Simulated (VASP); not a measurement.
# TaN (rocksalt type) (Fm-3m) in VASP: further runs

TaN (rocksalt type) is run at these levels: PBE; tasks: single point.

Program: VASP 6.6.1. These are calculated values, not measurements. Logs are shortened: lines on timing, memory, paths and dates and some standing lists are left out, and cuts for length are marked.

**1. The cell of the first run**

Symmetry: Fm-3m, No. 225, cubic system. Conventional cell: a = 4.417 Å, b = 4.417 Å, c = 4.417 Å, α = 90.00°, β = 90.00°, γ = 90.00°. Ta (site symmetry m-3m) has 6 N at 2.21 Å within 2.9 Å. N (site symmetry m-3m) has 6 Ta at 2.21 Å within 2.9 Å.

**2. Single point, PBE**

INCAR reads:

```
PREC = Accurate ; ENCUT = 520
EDIFF = 1E-6 ; ISMEAR = -1
SIGMA = 0.08 ; LREAL = F
LASPH = T ; NELM = 100
ALGO = Normal ; ISIF = 2
LWAVE = F ; LCHARG = F
GGA = PE ; NBANDS = 15
```

KPOINTS reads:

```
Automatic mesh
0
Gamma
  15 15 15
```

POSCAR reads:

```
TaN
1.0
    0.0000000000      2.2087370793      2.2087370793
    2.2087370793      0.0000000000      2.2087370793
    2.2087370793      2.2087370793      0.0000000000
Ta N
1 1
Direct
    0.0000000000      0.0000000000      0.0000000000
    0.5000000000      0.5000000000      0.5000000000
```

Potentials or basis: VASP PAW PBE potentials, release 64 (Ta_pv, N).

Run with:

```sh
cat potpaw_PBE.64/Ta_pv/POTCAR potpaw_PBE.64/N/POTCAR > POTCAR
mpirun -np 1 vasp_std > vasp.out
```

OUTCAR:

```text
PREC = Accurate
   ENCUT = 520
   EDIFF = 1E-6
   ISMEAR = -1
   LREAL = F
   LASPH = T
   NELM = 100
   ISIF = 2
   GGA = PE

 ion  position               nearest neighbor table
   1  0.000  0.000  0.000-   2 2.21   2 2.21   2 2.21   2 2.21   2 2.21   2 2.21
   2  0.500  0.500  0.500-   1 2.21   1 2.21   1 2.21   1 2.21   1 2.21   1 2.21

  LATTYP: Found a face centered cubic cell.
 ALAT       =     4.4174741586

  Lattice vectors:

 A1 = (   0.0000000000,   2.2087370793,   2.2087370793)
 A2 = (   2.2087370793,   0.0000000000,   2.2087370793)
 A3 = (   2.2087370793,   2.2087370793,   0.0000000000)

Analysis of symmetry for initial positions (statically):
=====================================================================
 Subroutine PRICEL returns:
 Original cell was already a primitive cell.

 Routine SETGRP: Setting up the symmetry group for a
 face centered cubic supercell.

 Subroutine GETGRP returns: Found 48 space group operations
[... 9 lines left out ...]

 Routine SETGRP: Setting up the symmetry group for a
 face centered cubic supercell.

 Subroutine GETGRP returns: Found 48 space group operations
[... 11 lines left out ...]
                                     Primitive cell

  volume of cell :      21.5507

  direct lattice vectors                    reciprocal lattice vectors
     0.000000000  2.208737079  2.208737079    -0.226373707  0.226373707  0.226373707
     2.208737079  0.000000000  2.208737079     0.226373707 -0.226373707  0.226373707
     2.208737079  2.208737079  0.000000000     0.226373707  0.226373707 -0.226373707

  length of vectors
     3.123625933  3.123625933  3.123625933     0.392090762  0.392090762  0.392090762

  position of ions in fractional coordinates (direct lattice)
     0.000000000  0.000000000  0.000000000
     0.500000000  0.500000000  0.500000000

  ion indices of the primitive-cell ions
   primitive index   ion index
                 1           1
                 2           2

----------------------------------------------------------------------------------------

 KPOINTS: Automatic mesh

Automatic generation of k-mesh.
 Grid dimensions read from file:
 generate k-points for:   15   15   15

 Generating k-lattice:

  Cartesian coordinates                     Fractional coordinates (reciprocal lattice)
    -0.015091580  0.015091580  0.015091580     0.066666667  0.000000000  0.000000000
     0.015091580 -0.015091580  0.015091580     0.000000000  0.066666667  0.000000000
     0.015091580  0.015091580 -0.015091580     0.000000000  0.000000000  0.066666667

[... 58 lines left out ...]
   EDIFFG = 0.1E-04   stopping-criterion for IOM
   NSW    =      0    number of steps for IOM
   IBRION =     -1    ionic relax: 0-MD 1-quasi-New 2-CG
   NFREE  =      0    steps in history (QN), initial steepest desc. (CG)
   ISIF   =      2    stress and relaxation
   ISYM   =      2    0-nonsym 1-usesym 2-fastsym
   POTIM  = 0.5000    time-step for ionic-motion
   TEBEG  =    0.0;   TEEND  =   0.0 temperature during run
   PSTRESS=    0.0 pullay stress
   NELECT =      16.0000    total number of electrons
   NUPDOWN=      -1.0000    fix difference up-down
   EMIN   =  10.00;   EMAX   =-10.00  energy-range for DOS
   EFERMI =   0.00;   METHOD = LEGACY
   ISMEAR =    -1;   SIGMA  =   0.08  broadening in eV -4-tet -1-fermi 0-gaus
   EFERMI_NEDOS =   21; number of points for ismear=-14 and -15
   IALGO  =     38    algorithm
   IMIX   =      4    mixing-type and parameters
     AMIX     =   0.40;   BMIX     =  1.00
     AMIX_MAG =   1.60;   BMIX_MAG =  1.00
  volume/ion in A,a.u.               =      10.78        72.72
  Fermi-wavevector in a.u.,A,eV,Ry     =   1.482384  2.801300 29.898302  2.197463
  Thomas-Fermi vector in A             =   2.596177
   LORBIT       =      0    0 simple, 1 ext, 2 COOP (PROOUT), +10 PAW based schemes
   GGA     = PE    functional components
   LHFCALC =     F    Hartree Fock is set to
   AEXX    =    0.0000 exact exchange contribution
   IVDW    =     0    specifies the selected vdW correction
   LEPSILON=     F    determine dielectric tensor
   LRPA    =     F    only Hartree local field effects (RPA)
 non-spin polarized calculation
  energy-cutoff  :      520.00
  volume of cell :       21.55
 maximum number of plane-waves:       590
   NGX = 11   NGY = 11   NGZ = 11

 number of electron      16.0000003 magnetization

 Free energy of the ion-electron system (eV)
  ---------------------------------------------------
  ext. energy  EPLUGINS =         0.00000000
  ---------------------------------------------------
  free energy    TOTEN  =       -21.83900794 eV

  energy without entropy =      -21.82334992  energy(sigma->0) =      -21.83117893

 E-fermi :   9.3897     XC(G=0): -13.3636

 val. band max:        9.3629594883   @ k =   0.2000   0.1333   0.0000
 cond. band min:       9.4221865128   @ k =   0.2000   0.1333   0.0000
 fundamental gap:      0.0592270245
 Fermi energy:         9.3897385274

 k-point     1 :       0.0000    0.0000    0.0000
  band No.  band energies     occupation
      1     -26.4094      2.00000
      2     -26.4094      2.00000
      3     -26.4094      2.00000
      4      -9.3585      2.00000
      5       5.6056      2.00000
      6       5.6056      2.00000
      7       5.6057      2.00000
      8       7.3255      2.00000
      9       7.3255      2.00000
     10       7.3255      2.00000
     11       9.4553      0.61149
     12       9.4553      0.61149
     13      10.7983      0.00000
     14      18.7947      0.00000
[... 401 lines left out ...]
      2     -26.4766      2.00000
      3     -26.4682      2.00000
      4      -8.5610      2.00000
      5       2.3317      2.00000
      6       4.3812      2.00000
      7       4.5403      2.00000
      8       6.5418      2.00000
      9       9.3630      1.16582
     10       9.4222      0.79994
     11      10.3673      0.00001
     12      11.2416      0.00000
     13      14.5268      0.00000
     14      21.3678      0.00000
     15      21.7249      0.00000

 [... further k-points ...]
[... 5 lines left out ...]
  --------------------------------------------------------------------------------------
  -------------------------------------------------------------------------------------
  Total        0.0930731      0.0930731      0.0930731     -0.0000000     -0.0000000     -0.0000000
  in kB        6.9194682      6.9194682      6.9194682     -0.0000000     -0.0000000     -0.0000000
  external PRESSURE =       6.9194682 kB  Pullay stress =       0.0000000 kB

 VOLUME and BASIS-vectors are now :
 -----------------------------------------------------------------------------
  energy-cutoff  :      520.00
  volume of cell :       21.55
      direct lattice vectors                 reciprocal lattice vectors
     0.000000000  2.208737079  2.208737079    -0.226373707  0.226373707  0.226373707
     2.208737079  0.000000000  2.208737079     0.226373707 -0.226373707  0.226373707
     2.208737079  2.208737079  0.000000000     0.226373707  0.226373707 -0.226373707

 POSITION                                       TOTAL-FORCE (eV/Angst)
 -----------------------------------------------------------------------------------
      0.00000      0.00000      0.00000        -0.000000      0.000000     -0.000000
      2.20874      2.20874      2.20874         0.000000     -0.000000      0.000000
 -----------------------------------------------------------------------------------
    total drift:                                0.000000     -0.000000     -0.000000

  FREE ENERGIE OF THE ION-ELECTRON SYSTEM (eV)
  ---------------------------------------------------
  free  energy   TOTEN  =       -21.8390079389 eV

  energy  without entropy=      -21.8233499198  energy(sigma->0) =      -21.83117893
```

OSZICAR:

```text
N       E                     dE             d eps       ncg     rms          rms(c)
DAV:   1     0.982669646057E+02    0.98267E+02   -0.85360E+03  3600   0.110E+03
DAV:   2    -0.216673808891E+02   -0.11993E+03   -0.11325E+03  4398   0.306E+02
DAV:   3    -0.248541235672E+02   -0.31867E+01   -0.31636E+01  4076   0.484E+01
DAV:   4    -0.248672617661E+02   -0.13138E-01   -0.13133E-01  4602   0.341E+00
DAV:   5    -0.248673378432E+02   -0.76077E-04   -0.76076E-04  4106   0.230E-01    0.235E+01
DAV:   6    -0.219360990227E+02    0.29312E+01   -0.55422E+00  4369   0.263E+01    0.967E+00
DAV:   7    -0.218735473523E+02    0.62552E-01   -0.55923E-01  3943   0.608E+00    0.677E+00
DAV:   8    -0.218460918520E+02    0.27456E-01   -0.15003E-01  4258   0.333E+00    0.167E+00
DAV:   9    -0.218390686260E+02    0.70232E-02   -0.19374E-02  4153   0.115E+00    0.318E-01
DAV:  10    -0.218390433824E+02    0.25244E-04   -0.14101E-03  4188   0.382E-01    0.551E-02
DAV:  11    -0.218390076185E+02    0.35764E-04   -0.65087E-05  4084   0.967E-02    0.157E-02
DAV:  12    -0.218390079389E+02   -0.32044E-06   -0.56630E-06  4237   0.229E-02
   1 F= -.21839008E+02 E0= -.21831179E+02  d E =-.156580E-01
```

Wall time 34 s (1 thread of Intel Xeon 6975P-C, shared host); peak memory 0.17 GiB.

Results:

* Free energy: -21.8390 eV
* Pressure: 0.7 GPa
* Band gap on the k mesh: zero (band 8 reaches 11.17 eV, above the bottom of band 9 at 7.33 eV)

Levels at points of the mesh, in eV from the Fermi level:
| k point | band 6 | band 7 | band 8 | band 9 | band 10 | band 11 |
| --- | --- | --- | --- | --- | --- | --- |
| (0.00, 0.00, 0.00) | -3.78 | -3.78 | -2.06 | -2.06 | -2.06 | 0.07 |

Caveat: spin-orbit coupling is left out, which moves the levels of the heavy elements.

**3. Single point, PBE**

INCAR reads:

```
SYSTEM = TaN
PREC     = Accurate       ! precision mode
ENCUT    = 520            ! plane-wave cutoff, eV
EDIFF    = 1E-6           ! SCF threshold, eV
ISMEAR   = -1             ! smearing method
SIGMA    = 0.08           ! smearing width, eV
LREAL    = .False.        ! projectors in reciprocal space
LASPH    = .True.         ! aspherical terms in the spheres
NELM     = 80             ! most SCF steps
ALGO     = Normal         ! electronic algorithm
ISIF     = 2              ! what is computed and relaxed
LWAVE    = .False.        ! write WAVECAR
LCHARG   = .True.         ! write CHGCAR
GGA      = PE             ! functional
LELF     = .True.         ! ELF
LVHAR    = .True.       
NBANDS   = 15             ! bands
```

KPOINTS reads:

```
regular mesh
0
Gamma
  15 15 15
  0 0 0
```

POSCAR reads:

```
TaN
1.0
    0.0000000000      2.2090633465      2.2090633465
    2.2090633465      0.0000000000      2.2090633465
    2.2090633465      2.2090633465      0.0000000000
Ta N
1 1
Direct
    0.0000000000      0.0000000000      0.0000000000
    0.5000000000      0.5000000000      0.5000000000
```

Potentials or basis: VASP PAW PBE potentials, release 64 (Ta_pv, N).

Run with:

```sh
cat potpaw_PBE.64/Ta_pv/POTCAR potpaw_PBE.64/N/POTCAR > POTCAR
mpirun -np 1 vasp_std > vasp.out
```

OUTCAR:

```text
SYSTEM = TaN
   PREC = Accurate
   ENCUT = 520
   EDIFF = 1E-6
   ISMEAR = -1
   LREAL = .False.
   LASPH = .True.
   NELM = 80
   ISIF = 2
   GGA = PE

 ion  position               nearest neighbor table
   1  0.000  0.000  0.000-   2 2.21   2 2.21   2 2.21   2 2.21   2 2.21   2 2.21
   2  0.500  0.500  0.500-   1 2.21   1 2.21   1 2.21   1 2.21   1 2.21   1 2.21

  LATTYP: Found a face centered cubic cell.
 ALAT       =     4.4181266930

  Lattice vectors:

 A1 = (   0.0000000000,   2.2090633465,   2.2090633465)
 A2 = (   2.2090633465,   0.0000000000,   2.2090633465)
 A3 = (   2.2090633465,   2.2090633465,   0.0000000000)

Analysis of symmetry for initial positions (statically):
=====================================================================
 Subroutine PRICEL returns:
 Original cell was already a primitive cell.

 Routine SETGRP: Setting up the symmetry group for a
 face centered cubic supercell.

 Subroutine GETGRP returns: Found 48 space group operations
[... 9 lines left out ...]

 Routine SETGRP: Setting up the symmetry group for a
 face centered cubic supercell.

 Subroutine GETGRP returns: Found 48 space group operations
[... 155 lines left out ...]
 Fermi energy:         9.3846858787

 k-point     1 :       0.0000    0.0000    0.0000
  band No.  band energies     occupation
      1     -26.4153      2.00000
      2     -26.4153      2.00000
      3     -26.4153      2.00000
      4      -9.3599      2.00000
      5       5.6018      2.00000
      6       5.6018      2.00000
      7       5.6018      2.00000
      8       7.3217      2.00000
      9       7.3217      2.00000
     10       7.3217      2.00000
     11       9.4502      0.61178
     12       9.4502      0.61177
     13      10.7895      0.00000
     14      18.7895      0.00000
[... 401 lines left out ...]
      2     -26.4823      2.00000
      3     -26.4740      2.00000
      4      -8.5630      2.00000
      5       2.3292      2.00000
      6       4.3779      2.00000
      7       4.5370      2.00000
      8       6.5384      2.00000
      9       9.3579      1.16564
     10       9.4170      0.80055
     11      10.3616      0.00001
     12      11.2339      0.00000
     13      14.5184      0.00000
     14      21.3610      0.00000
     15      21.7189      0.00000

 [... further k-points ...]
[... 5 lines left out ...]
  --------------------------------------------------------------------------------------
  -------------------------------------------------------------------------------------
  Total        0.0738300      0.0738300      0.0738300     -0.0000000      0.0000000      0.0000000
  in kB        5.4864221      5.4864221      5.4864221     -0.0000000      0.0000000      0.0000000
  external PRESSURE =       5.4864221 kB  Pullay stress =       0.0000000 kB

 VOLUME and BASIS-vectors are now :
 -----------------------------------------------------------------------------
  energy-cutoff  :      520.00
  volume of cell :       21.56
      direct lattice vectors                 reciprocal lattice vectors
     0.000000000  2.209063346  2.209063346    -0.226340273  0.226340273  0.226340273
     2.209063346  0.000000000  2.209063346     0.226340273 -0.226340273  0.226340273
     2.209063346  2.209063346  0.000000000     0.226340273  0.226340273 -0.226340273

 POSITION                                       TOTAL-FORCE (eV/Angst)
 -----------------------------------------------------------------------------------
      0.00000      0.00000      0.00000         0.000000      0.000000      0.000000
      2.20906      2.20906      2.20906        -0.000000     -0.000000     -0.000000
 -----------------------------------------------------------------------------------
    total drift:                                0.000000     -0.000000     -0.000000

  FREE ENERGIE OF THE ION-ELECTRON SYSTEM (eV)
  ---------------------------------------------------
  free  energy   TOTEN  =       -21.8390479217 eV

  energy  without entropy=      -21.8233783808  energy(sigma->0) =      -21.83121315
```

stdout:

```text
POSCAR found type information on POSCAR TaN
 POSCAR found :  2 types and       2 ions
 scaLAPACK will be used
 LDA part: xc-table for (Slater+PW92), standard interpolation
 POSCAR, INCAR and KPOINTS ok, starting setup
 FFT: planning ... GRIDC
 FFT: planning ... GRID_SOFT
 FFT: planning ... GRID
 WAVECAR not read
 entering main loop
```

It took 28 s on 1 thread of Intel Xeon 6975P-C, shared host; peak memory 0.17 GiB.

What came out:

| Item | Value |
| --- | --- |
| Free energy | -21.8390 eV |
| Pressure | 0.5 GPa |
| Band gap on the k mesh | zero (band 8 reaches 11.16 eV, above the bottom of band 9 at 7.32 eV) |

Caveat: spin-orbit coupling is left out, which moves the levels of the heavy elements.

**4. Single point, PBE**

INCAR reads:

```
SYSTEM = TaN
ALGO = Normal
EDIFF = 1E-7
ENCUT = 520
GGA = PE
ISIF = 2
ISMEAR = -1
LASPH = .True.
LCHARG = .False.
LREAL = .False.
LWAVE = .False.
NBANDS = 15
NELM = 100
PREC = Accurate
SIGMA = 0.08
```

KPOINTS reads:

```
k-points
0
Gamma
  16 16 16
  0 0 0
```

POSCAR reads:

```
TaN
1.0
    0.0000000000      2.2087370793      2.2087370793
    2.2087370793      0.0000000000      2.2087370793
    2.2087370793      2.2087370793      0.0000000000
Ta N
1 1
Direct
    0.0000000000      0.0000000000      0.0000000000
    0.5000000000      0.5000000000      0.5000000000
```

Run with:

```sh
cat potpaw_PBE.64/Ta_pv/POTCAR potpaw_PBE.64/N/POTCAR > POTCAR
mpirun -np 1 vasp_std > vasp.out
```

It took 37 s on 1 thread of Intel Xeon 6975P-C, shared host; peak memory 0.17 GiB.

The run converged. Its results:

```yaml
Free_energy: -21.8343 eV
Pressure: 0.8 GPa
Band_gap_on_the_k_mesh: zero (band 8 reaches 11.26 eV, above the bottom of band 9 at 7.33 eV)
```

Levels at points of the mesh, in eV from the Fermi level:
| k point | band 5 | band 6 | band 7 | band 8 | band 9 | band 10 | band 11 | band 12 |
| --- | --- | --- | --- | --- | --- | --- | --- | --- |
| (0.00, 0.00, 0.00) | -3.78 | -3.78 | -3.78 | -2.06 | -2.06 | -2.06 | 0.07 | 0.07 |
| (0.50, 0.00, 0.00) | -10.26 | -7.48 | -7.48 | 1.87 | 1.87 | 1.96 | 3.79 | 7.39 |
| (0.50, 0.50, 0.00) | -6.61 | -5.37 | -4.60 | -4.60 | 2.08 | 3.47 | 3.47 | 4.40 |

Caveat: spin-orbit coupling is left out, which moves the levels of the heavy elements.
